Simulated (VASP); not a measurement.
# BN (Cm) in VASP: G0W0 quasiparticle levels with PBE

Aim: the G0W0 quasiparticle levels of BN with PBE.

Program: VASP 6.6.1. These are calculated values, not measurements. Logs are shortened: lines on timing, memory, paths and dates and some standing lists are left out, and cuts for length are marked.

**1. The cell of the first run**

The structure is monoclinic, space group Cm (No. 8). The conventional cell has a = 4.331 Å, b = 2.370 Å, c = 3.559 Å, α = 90.00°, β = 113.93°, γ = 90.00°. B (site symmetry m) has 3 N at 1.40 to 1.42 Å within 1.9 Å. N (site symmetry m) has 3 B at 1.40 to 1.42 Å within 1.9 Å.

**2. G0W0 quasiparticle levels, PBE**

Contents of POSCAR:

```
BN
1.0
    1.1849926442      0.7217594916      3.2533303712
   -1.1849926442      0.7217594916      3.2533303712
    0.0000000000     -1.4435189833      3.2533303712
B N
1 1
Direct
    1.0018265898      1.0018265898      0.9953744716
    0.3306064102      0.3306064102      0.3370585284
```

Contents of INCAR.step1:

```
SYSTEM = BN
  PREC = Accurate
  ENCUT = 500
  EDIFF = 1E-8
  ISMEAR = 0
  SIGMA = 0.01
  LREAL = .FALSE.
  LASPH = .TRUE.
  NELM = 60
  ALGO = Normal
  LWAVE = .TRUE.
  LCHARG = .FALSE.
  GGA = PE
```

Contents of INCAR.step2:

```
SYSTEM = BN
  PREC = Accurate
  ENCUT = 500
  EDIFF = 1E-8
  ISMEAR = 0
  SIGMA = 0.01
  LREAL = .FALSE.
  LASPH = .TRUE.
  NELM = 1
  ALGO = Exact
  LWAVE = .TRUE.
  LCHARG = .FALSE.
  GGA = PE
  NBANDS = 73
  LOPTICS = .TRUE.
  ISTART = 1
```

Contents of INCAR.step3:

```
SYSTEM = BN
  PREC = Accurate
  ENCUT = 500
  EDIFF = 1E-8
  ISMEAR = 0
  SIGMA = 0.01
  LREAL = .FALSE.
  LASPH = .TRUE.
  ALGO = EVGW0
  LWAVE = .FALSE.
  LCHARG = .FALSE.
  GGA = PE
  NELMGW = 1
  NBANDS = 73
  ENCUTGW = 150.0
  NOMEGA = 48
  PRECFOCK = Fast
  ISTART = 1
  NBANDSGW = 12
```

Contents of KPOINTS:

```
Automatic mesh
0
G
  6 6 6
  0 0 0
```

Potentials or basis: VASP PAW PBE potentials, release 64 (B_GW, N_GW).

On the command line:

```console
> cat potpaw_PBE.64/B_GW/POTCAR potpaw_PBE.64/N_GW/POTCAR > POTCAR
> cp INCAR.step1 INCAR
> mpirun -np 1 vasp_std > vasp.out
> cp INCAR.step2 INCAR
> mpirun -np 1 vasp_std > vasp.out
> cp INCAR.step3 INCAR
> mpirun -np 1 vasp_std > vasp.out
```

OUTCAR:

```text
SYSTEM = BN
   PREC = Accurate
   ENCUT = 500
   EDIFF = 1E-8
   ISMEAR = 0
   LREAL = .FALSE.
   LASPH = .TRUE.
   GGA = PE
   NELMGW = 1
   ENCUTGW = 150.0
   PRECFOCK = Fast
   ISTART = 1

 ion  position               nearest neighbor table
   1  0.002  0.002  0.995-   2 1.40   2 1.40   2 1.42
   2  0.331  0.331  0.337-   1 1.40   1 1.40   1 1.42

  LATTYP: Found a base centered monoclinic cell.
 ALAT       =     4.3305569498
 B/A-ratio  =     0.5472703202
 C/A-ratio  =     0.8218804580
 COS(beta)  =    -0.4055739860

  Lattice vectors:

 A1 = (   1.1849926442,   2.1652784749,   0.0000000000)
 A2 = (  -1.1849926442,   2.1652784749,   0.0000000000)
 A3 = (   0.0000000000,  -1.4435189833,   3.2533303712)

Analysis of symmetry for initial positions (statically):
=====================================================================
 Subroutine PRICEL returns:
 Original cell was already a primitive cell.

 Routine SETGRP: Setting up the symmetry group for a
 base centered monoclinic supercell.

 Subroutine GETGRP returns: Found  2 space group operations
 (whereof  2 operations were pure point group operations)
 out of a pool of  4 trial point group operations.

The static configuration has the point symmetry C_1h.

Analysis of symmetry for dynamics (positions and initial velocities):
=====================================================================
 Subroutine PRICEL returns:
 Original cell was already a primitive cell.

 Routine SETGRP: Setting up the symmetry group for a
 base centered monoclinic supercell.

 Subroutine GETGRP returns: Found  2 space group operations
 (whereof  2 operations were pure point group operations)
 out of a pool of  4 trial point group operations.

The dynamic configuration has the point symmetry C_1h.

 Subroutine INISYM returns: Found  2 space group operations
 (whereof  2 operations are pure point group operations),
 and found     1 'primitive' translations

----------------------------------------------------------------------------------------

                                     Primitive cell

  volume of cell :      16.6950

  direct lattice vectors                    reciprocal lattice vectors
     1.184992644  0.721759492  3.253330371     0.421943547  0.230917180  0.102459110
    -1.184992644  0.721759492  3.253330371    -0.421943547  0.230917180  0.102459110
     0.000000000 -1.443518983  3.253330371     0.000000000 -0.461834361  0.102459110

  length of vectors
     3.536849281  3.536849281  3.559200129     0.491789559  0.491789559  0.473063258

  position of ions in fractional coordinates (direct lattice)
     0.001826590  0.001826590  0.995374472
     0.330606410  0.330606410  0.337058528

  ion indices of the primitive-cell ions
   primitive index   ion index
                 1           1
                 2           2

----------------------------------------------------------------------------------------

 KPOINTS: Automatic mesh

Automatic generation of k-mesh.
 Grid dimensions read from file:
 generate k-points for:    6    6    6

 Generating k-lattice:

  Cartesian coordinates                     Fractional coordinates (reciprocal lattice)
     0.070323925  0.038486197  0.017076518     0.166666667  0.000000000  0.000000000
    -0.070323925  0.038486197  0.017076518     0.000000000  0.166666667  0.000000000
     0.000000000 -0.076972393  0.017076518     0.000000000  0.000000000  0.166666667

  Length of vectors
     0.081964927  0.081964927  0.078843876

  Shift w.r.t. Gamma in fractional coordinates (k-lattice)
     0.000000000  0.000000000  0.000000000

 Subroutine IBZKPT returns following result:
 ===========================================

 Found     68 irreducible k-points:

 Following reciprocal coordinates:
            Coordinates               Weight
  0.000000  0.000000  0.000000      1.000000
  0.166667 -0.000000  0.000000      4.000000
  0.333333 -0.000000  0.000000      4.000000
  0.500000 -0.000000  0.000000      2.000000
  0.166667  0.166667  0.000000      2.000000
  0.333333  0.166667  0.000000      4.000000
[... 16 lines left out ...]
 -0.333333  0.166667  0.166667      4.000000
 -0.166667  0.166667  0.166667      4.000000
 [... further k-points ...]
   k-points           NKPTS =     68   k-points in BZ     NKDIM =    216   number of bands    NBANDS=     73
   number of dos      NEDOS =    301   number of ions     NIONS =      2
   total plane-waves  NPLWV =  21952
   dimension x,y,z NGX =    28 NGY =   28 NGZ =   28
   dimension x,y,z NGXF=    56 NGYF=   56 NGZF=   56
   ions per type =               1   1
   NGX,Y,Z   is equivalent  to a cutoff of  13.16, 13.16, 13.08 a.u.
   NGXF,Y,Z  is equivalent  to a cutoff of  26.32, 26.32, 26.16 a.u.
 SYSTEM =  BN
   PREC   = accura    normal or accurate (medium, high low for compatibility)
   ISTART =      1    job   : 0-new  1-cont  2-samecut
   ICHARG =      0    charge: 1-file 2-atom 10-const
   ISPIN  =      1    spin polarized calculation?
   LNONCOLLINEAR =      F non collinear calculations
   LSORBIT =      F    spin-orbit coupling
   LASPH  =      T    aspherical Exc in radial PAW
   ENCUT  =  500.0 eV  36.75 Ry    6.06 a.u.   6.45  6.45  6.49*2*pi/ulx,y,z
   NELM   =     60;   NELMIN=  2; NELMDL=  0     # of ELM steps
   EDIFF  = 0.1E-07   stopping-criterion for ELM
   LREAL  =      F    real-space projection
   EDIFFG = 0.1E-06   stopping-criterion for IOM
   NSW    =      0    number of steps for IOM
   IBRION =     -1    ionic relax: 0-MD 1-quasi-New 2-CG
   NFREE  =      0    steps in history (QN), initial steepest desc. (CG)
   ISIF   =      0    stress and relaxation
   ISYM   =      3    0-nonsym 1-usesym 2-fastsym
   POTIM  = 0.5000    time-step for ionic-motion
   TEBEG  =    0.0;   TEEND  =   0.0 temperature during run
   PSTRESS=    0.0 pullay stress
   NELECT =       8.0000    total number of electrons
   NUPDOWN=      -1.0000    fix difference up-down
   EMIN   =  10.00;   EMAX   =-10.00  energy-range for DOS
   EFERMI =   0.00;   METHOD = LEGACY
   ISMEAR =     0;   SIGMA  =   0.01  broadening in eV -4-tet -1-fermi 0-gaus
   EFERMI_NEDOS =   21; number of points for ismear=-14 and -15
   IALGO  =     38    algorithm
   IMIX   =      4    mixing-type and parameters
     AMIX     =   0.40;   BMIX     =  1.00
     AMIX_MAG =   1.60;   BMIX_MAG =  1.00
  volume/ion in A,a.u.               =       8.35        56.33
  Fermi-wavevector in a.u.,A,eV,Ry     =   1.281078  2.420887 22.329355  1.641161
  Thomas-Fermi vector in A             =   2.413469
   LORBIT       =      0    0 simple, 1 ext, 2 COOP (PROOUT), +10 PAW based schemes
   GGA     = PE    functional components
   LHFCALC =     T    Hartree Fock is set to
   PRECFOCK=fast      Normal, Fast or Accurate (Low or Medium for compatibility)
   ENCUT4O =  -1.0   cutoff for four orbital integrals eV
   NKREDX  =     1    reduce k-point grid by
   NKREDY  =     1    reduce k-point grid by
   NKREDZ  =     1    reduce k-point grid by
   AEXX    =    1.0000 exact exchange contribution
   HFSCREEN=    0.0000 screening length (either q_TF or 0.3 A-1)
   HFSCREENC=   0.0000 screening length for correlation (either q_TF or 0.3 A-1)
   ENCUTFOCK=  -1.0 apply spherical cutoff to Coloumb kernel
   IVDW    =     0    specifies the selected vdW correction
   LEPSILON=     F    determine dielectric tensor
   LRPA    =     F    only Hartree local field effects (RPA)
   LRPAFORCE           =     F    calculate RPA forces
   ENCUTGW             = 150.0    cutoff for response function in eV
   ENCUTGWSOFT         = 120.0    soft cutoff for Coulomb kernel in GW response function in eV
   ENCUTLF             =  -1.0    cutoff for local field effects
   NELMGW              =     1    number of iterations in solving QP/BSE equation
   NELMHF              =     1    number of iterations in the inner HF iteration
   NKREDLFX            =     1    NKREDLFY  =   1   NKREDLFZ  =   1
 non-spin polarized calculation
 Gauss-broadening in eV      SIGMA  =   0.01
  energy-cutoff  :      500.00
  volume of cell :       16.70
 maximum number of plane-waves:       438
 NGX is ok and might be reduce to    28
  NGX = 14; NGY = 14; NGZ = 14
   NGX = 13   NGY = 13   NGZ = 13
 maximum number of plane-waves:        80

 QP shifts <psi_nk| G(iteration)W_0 |psi_nk>: iteration 1
 for sc-GW calculations column KS-energies equals QP-energies in previous step
 and V_xc(KS)=  KS-energies - (<T + V_ion + V_H > + <T+V_H+V_ion>^1  + <V_x>^1)

 k-point   1 :       0.0000    0.0000    0.0000
  band No.  KS-energies  QP-energies   sigma(KS)   V_xc(KS)     V^pw_x(r,r')   Z            occupation Imag(sigma)

      1     -15.4853     -17.4389     -18.7901     -16.1040     -26.9690       0.7273       2.0000       1.3077
      2      -1.6084      -2.8387     -16.2264     -14.5850     -19.7753       0.7495       2.0000       0.2087
      3       1.2529       0.1264     -19.7717     -18.3673     -22.9441       0.8021       2.0000       0.1103
      4       2.0829       0.9979     -19.9568     -18.6037     -23.1583       0.8019       2.0000       0.1087
      5       8.1924       8.4607      -8.3845      -8.7036      -4.4563       0.8411       0.0000      -0.0943
      6      14.7629      16.4387     -12.3974     -14.4585      -7.4838       0.8131       0.0000      -0.1171
      7      15.5837      17.3607     -12.4316     -14.6302      -7.3620       0.8082       0.0000      -0.1306
      8      17.0073      18.4726     -13.2335     -15.1610      -6.0965       0.7603       0.0000      -0.7463
      9      19.4602      20.7520     -12.7779     -14.4344      -6.7332       0.7798       0.0000      -0.2855
     10      30.2990      31.1695      -9.4437     -10.5213      -2.7537       0.8079       0.0000      -1.0653
     11      31.5443      32.4759      -8.9672     -10.1044      -2.8931       0.8193       0.0000      -0.9077
     12      33.1546      34.1093      -8.9642     -10.1265      -2.5271       0.8215       0.0000      -1.1118

 k-point   2 :       0.1667   -0.0000    0.0000
  band No.  KS-energies  QP-energies   sigma(KS)   V_xc(KS)     V^pw_x(r,r')   Z            occupation Imag(sigma)
[... 353 lines left out ...]
      1     -13.2629     -15.1977     -19.2837     -16.7245     -26.8888       0.7560       2.0000       1.1291
      2      -3.9828      -5.4951     -18.6715     -16.6602     -23.1987       0.7519       2.0000       0.2442
      3      -1.0871      -2.3718     -19.2233     -17.5801     -22.9287       0.7818       2.0000       0.1405
      4       0.9760      -0.0902     -16.7383     -15.3670     -19.4533       0.7775       2.0000       0.1276
      5      10.6179      11.5865     -10.9898     -12.2109      -6.1655       0.7932       0.0000      -0.1513
      6      11.5072      12.1347      -9.4021     -10.1685      -4.8648       0.8186       0.0000      -0.1285
      7      14.7011      15.7834     -11.0190     -12.3471      -6.1521       0.8149       0.0000      -0.1380
      8      21.5679      22.5940     -10.1901     -11.4661      -4.1773       0.8042       0.0000      -0.5489
      9      22.6560      24.2555     -12.0397     -14.0471      -5.5918       0.7968       0.0000      -0.5516
     10      24.8502      26.5141     -12.8196     -14.9032      -6.0102       0.7986       0.0000      -0.7073
     11      26.9689      27.9211      -8.9192     -10.0445      -3.4506       0.8461       0.0000      -0.6651
     12      31.4774      32.4529      -8.8523     -10.0364      -2.4772       0.8238       0.0000      -1.0100

 [... further k-points ...]
```

Run time: 5.8 min. Hardware: 1 thread of Intel Xeon 6975P-C (Granite Rapids), shared host; peak memory 0.44 GiB.

Results:

| Property | Result |
| --- | --- |
| Quasiparticle gap | 5.53 eV |
| Least direct quasiparticle gap | 6.63 eV |
| Band gap of the starting levels on the mesh | 3.99 eV |
| Least direct gap of the starting levels on the mesh | 4.92 eV |

Caveat: the k points lie up to 0.52 Å⁻¹ apart; bands, screening cutoff and mesh are small and nothing is extrapolated, so the quasiparticle values aren't converged.
